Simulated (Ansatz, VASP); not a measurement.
## InSe: VASP beside Ansatz

```xyz
4
Lattice="1.9805 1.1434 8.0609 -1.9805 1.1434 8.0609 0.0000 -2.2869 8.0609" Properties=species:S:1:pos:R:3 pbc="T T T"
In    0.0000    0.0000   -0.0173
In    0.0000    0.0000    2.7315
Se    0.0000    0.0000   14.8152
Se    0.0000    0.0000   20.1401
```

Alike in both runs: task single point; functional PBEsol; dispersion D3(BJ); k mesh 12 × 12 × 12; occupations gaussian, width 0.01 eV; no spin polarisation.

|  | VASP | Ansatz |
| --- | --- | --- |
| version | VASP 6.6.1 | Ansatz 0.2.0 |
| potentials or method | VASP PAW PBE potentials, release 64 (In_d, Se), cutoff 520 eV | scalar-relativistic, plane waves, PAW |
| valence electrons in the cell | 38 | 58 |

Ansatz gave:

- gap on the k mesh at the Fermi level (eV): 0.34
- least direct gap on the mesh (eV): 0.34

Task: Which values does VASP return?

Result: gap on the k mesh at the Fermi level (eV): 0.33; least direct gap on the mesh (eV): 0.33.

VASP's potentials were made for PBE, not for PBEsol. VASP's potentials hold 38 valence electrons a cell and Ansatz's 58, so a difference there can come from the potentials and not from the codes.
